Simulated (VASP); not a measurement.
Wanted: the native input for a VASP 6.6.1 run.

- Task: relaxation of cell and atoms
- Functional: r2SCAN
- Potentials or basis: VASP PAW PBE potentials, release 64 (Ag, Cl)
- Cutoff: 600 eV
- k mesh: 8 × 8 × 8
- Occupations: fermi-dirac, width 0.02 eV
- Spin: no spin polarisation
- Dipole correction: no
- Further INCAR settings: ALGO = Normal; EDIFF = 1e-06; IBRION = 2; EDIFFG = -0.005; NSW = 80; ISIF = 3

AgCl:

```
Ag Cl
1.0
     0.00000    2.80571    2.80571
     2.80571    0.00000    2.80571
     2.80571    2.80571    0.00000
Ag Cl
1 1
Direct
  0.00000 0.00000 0.00000
  0.50000 0.50000 0.50000
```

These files were run (other wordings do the same):

POSCAR

```
AgCl
1.0
    0.0000000000      2.8057051562      2.8057051562
    2.8057051562      0.0000000000      2.8057051562
    2.8057051562      2.8057051562      0.0000000000
Ag Cl
1 1
Direct
    0.0000000000      0.0000000000      0.0000000000
    0.5000000000      0.5000000000      0.5000000000
```

INCAR.step1

```
ALGO = Normal
EDIFF = 1E-4
ENCUT = 600
GGA = PE
ISMEAR = -1
LASPH = True
LCHARG = False
LREAL = False
LWAVE = True
NELM = 80
PREC = Accurate
SIGMA = 0.02
```

INCAR.step2

```
ALGO = Normal
EDIFF = 1E-6
EDIFFG = -0.005
ENCUT = 600
IBRION = 2
ISIF = 3
ISMEAR = -1
ISTART = 1
LASPH = True
LCHARG = False
LMIXTAU = True
LREAL = False
LWAVE = False
METAGGA = R2SCAN
NELM = 80
NSW = 80
PREC = Accurate
SIGMA = 0.02
```

KPOINTS

```
k-points
0
Gamma
  8 8 8
```

Potentials or basis: VASP PAW PBE potentials, release 64 (Ag, Cl).

Run with:

```sh
$ cat potpaw_PBE.64/Ag/POTCAR potpaw_PBE.64/Cl/POTCAR > POTCAR
$ cp INCAR.step1 INCAR
$ mpirun -np 1 vasp_std > vasp.out
$ cp INCAR.step2 INCAR
$ mpirun -np 1 vasp_std > vasp.out
```

Results of the run:

```json
{
  "Relaxed volume": "21.31 Å³/atom",
  "Relaxed cell": "a = 3.921 Å, b = 3.921 Å, c = 3.921 Å, α = 60.00°, β = 60.00°, γ = 60.00°",
  "Space group after relaxing (to 0.1 Å)": "Fm-3m (No. 225)",
  "Energy gained by relaxing": "4.3 meV/atom",
  "Ionic steps": "3",
  "Pressure after relaxing": "0.0 GPa",
  "Band gap on the k mesh": "1.42 eV (least direct gap 3.70 eV)"
}
```

Caveat: the PAW data sets were made with another functional, which shifts forces and pressure a little.

Wall time 4.2 min on 1 thread of Intel Xeon 8259CL, with other jobs on the host, peak memory 0.21 GiB.
